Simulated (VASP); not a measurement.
# SnTe: single point with PBE

The system is SnTe.

```
CELL_PARAMETERS angstrom
0.00000 3.22637 3.22637
3.22637 0.00000 3.22637
3.22637 3.22637 0.00000
ATOMIC_POSITIONS crystal
Sn 0.50000 0.50000 0.50000
Te 0.00000 0.00000 0.00000
```

This cell differs from its parent crystal: volume scaled by 1.020.

| Quantity | Value |
| --- | --- |
| Program | VASP 6.6.1 |
| Task | single point |
| Functional | PBE |
| Potentials or basis | VASP PAW PBE potentials, release 64 (Sn_d, Te) |
| Cutoff | 520 eV |
| k mesh | 10 × 10 × 10 |
| Occupations | gaussian, width 0.05 eV |
| Spin | no spin polarisation |

```yaml
Pressure: -0.8 GPa
Band_gap_on_the_k_mesh: 0.11 eV, direct
```

Levels at points of the mesh, in eV from the valence-band top:
```csv
k point,band 7,band 8,band 9,band 10,band 11,band 12,band 13,band 14
"(0.00, 0.00, 0.00)",-4.89,-1.90,-1.90,-1.90,3.24,3.24,3.24,4.93
"(0.50, 0.00, 0.00)",-7.93,-1.59,-1.59,0.00,0.11,0.52,0.52,7.67
"(0.50, 0.50, 0.00)",-6.37,-5.04,-3.36,-3.36,2.50,4.63,4.63,5.92
```

Wall time 41 s on 1 thread of Intel(R) Xeon(R) Platinum 8488C (Sapphire Rapids), with other jobs on the host, peak memory 0.23 GiB.

Caveat: spin-orbit coupling is left out, which moves the levels of the heavy elements. A k mesh can miss the band edges.
